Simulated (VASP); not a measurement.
Br: single point with PBE+D3(BJ)

Crystal: Br.

```
Br
1.0
     6.98804    0.00000    0.00000
     0.00000    4.15150    0.00000
     0.00000    0.00000    8.57284
Br
8
Direct
  0.50000 0.34902 0.11910
  0.50000 0.84902 0.38090
  0.50000 0.65098 0.88090
  0.50000 0.15098 0.61910
  0.00000 0.84902 0.11910
  0.00000 0.34902 0.38090
  0.00000 0.15098 0.88090
  0.00000 0.65098 0.61910
```

```json
{"Program": "VASP 6.6.1", "Task": "single point", "Functional": "PBE", "Dispersion": "D3(BJ)", "Potentials or basis": "VASP PAW PBE potentials, release 64 (Br)", "Cutoff": "520 eV", "k mesh": "4 × 8 × 4", "Occupations": "gaussian, width 0.02 eV", "Spin": "no spin polarisation", "Dipole correction": "no", "Further INCAR settings": "ALGO = Normal; EDIFF = 1e-06; NBANDS = 38"}
```

```
Pressure                   : 0.0 GPa
Largest force              : 0.010 eV/Å
Band gap on the k mesh     : 1.32 eV
Dispersion energy per atom : -0.232 eV
```

Forces on the atoms (eV/Å):
```
Br   0.000 -0.005  0.008
Br   0.000 -0.005 -0.008
Br   0.000  0.005 -0.008
Br   0.000  0.005  0.008
Br   0.000 -0.005  0.008
Br   0.000 -0.005 -0.008
Br   0.000  0.005 -0.008
Br   0.000  0.005  0.008
```

Levels at points of the mesh, in eV from the valence-band top:
```tsv
k point	band 25	band 26	band 27	band 28	band 29	band 30	band 31	band 32
(0.00, 0.00, 0.00)	-0.60	-0.43	-0.24	0.00	1.33	1.37	2.08	2.28
(0.50, 0.00, 0.00)	-0.65	-0.65	-0.13	-0.13	1.37	1.37	2.19	2.19
(0.00, 0.50, 0.00)	-1.10	-1.10	-0.39	-0.39	2.42	2.42	2.46	2.46
(0.50, 0.50, 0.00)	-0.67	-0.67	-0.67	-0.67	2.44	2.44	2.44	2.44
(0.00, 0.00, 0.50)	-0.97	-0.97	-0.18	-0.18	1.54	1.54	1.63	1.63
(0.50, 0.00, 0.50)	-0.52	-0.52	-0.52	-0.52	1.63	1.63	1.63	1.63
(0.00, 0.50, 0.50)	-0.10	-0.10	-0.10	-0.10	1.77	1.77	1.77	1.77
(0.50, 0.50, 0.50)	-0.04	-0.04	-0.04	-0.04	1.76	1.76	1.76	1.76
```

It took 9.7 min on 1 thread of Intel Xeon 8259CL, with other jobs on the host, peak memory 0.5 GiB.

A k mesh can miss the band edges.
